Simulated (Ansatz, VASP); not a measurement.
## PbS in VASP and in Ansatz

The input INCAR:

```
SYSTEM = PbS
PREC     = Accurate       ! precision mode
ENCUT    = 520            ! plane-wave cutoff, eV
EDIFF    = 1E-6           ! SCF threshold, eV
ISMEAR   = 0              ! smearing method
SIGMA    = 0.1            ! smearing width, eV
LREAL    = .False.        ! projectors in reciprocal space
LASPH    = .True.         ! aspherical terms in the spheres
NELM     = 60             ! most SCF steps
ALGO     = Normal         ! electronic algorithm
ISIF     = 2              ! what is computed and relaxed
LWAVE    = .False.        ! write WAVECAR
LCHARG   = .False.        ! write CHGCAR
GGA      = PS             ! functional
NBANDS   = 17             ! bands
```

The input KPOINTS:

```
Automatic mesh
0
Gamma
  10 10 10
  0 0 0
```

Contents of POSCAR:

```
PbS
1.0
    3.5884411868      0.0000000000      0.0000000000
    0.0000000000      3.9172704968      0.0000000000
    0.0000000000      0.0000000000      3.5884411868
Pb S
1 1
Direct
    0.0000000000      0.0000000000      0.0000000000
    0.5000000000      0.5000000000      0.5000000000
```

Input for Ansatz:

```yaml
crystal:
  lattice:
    - [3.5884411868, 0.0, 0.0]
    - [0.0, 3.9172704968, 0.0]
    - [0.0, 0.0, 3.5884411868]
  atoms:
    - { symbol: Pb, position: [0.0, 0.0, 0.0] }
    - { symbol: S, position: [0.5, 0.5, 0.5] }
basis:
  ecutwfc: 420
kpoints:
  mp_grid: { grid: [10, 10, 10] }
hamiltonian:
  xc: pbesol
scf:
  occupations: { method: gaussian, width: 0.1 }
output:
  forces: true
  stress: true
  eigenvalues: true
```

Alike in both runs: task single point; functional PBEsol; k mesh 10 × 10 × 10; occupations gaussian, width 0.1 eV; no spin polarisation.

|  | VASP | Ansatz |
| --- | --- | --- |
| version | VASP 6.6.1 | Ansatz 0.2.0 |
| potentials or method | VASP PAW PBE potentials, release 64 (Pb_d, S), cutoff 520 eV | scalar-relativistic, plane waves, PAW |
| valence electrons in the cell | 20 | 20 |

|  | VASP | Ansatz | Ansatz less VASP |
| --- | --- | --- | --- |
| gap on the k mesh at the Fermi level (eV) | none | none | - |
| pressure (GPa) | -4.9 | -4.9 | +0.04 |
| traceless stress, the component that is largest in VASP (GPa) | -4.48 | -4.49 | -0.008 |

VASP's potentials were made for PBE, not for PBEsol. A gap of «none» marks a metal or a gap that the smearing closes. With one functional, cell and mesh, what is left measures potentials, basis and numerics.

Spin-orbit coupling is off throughout.
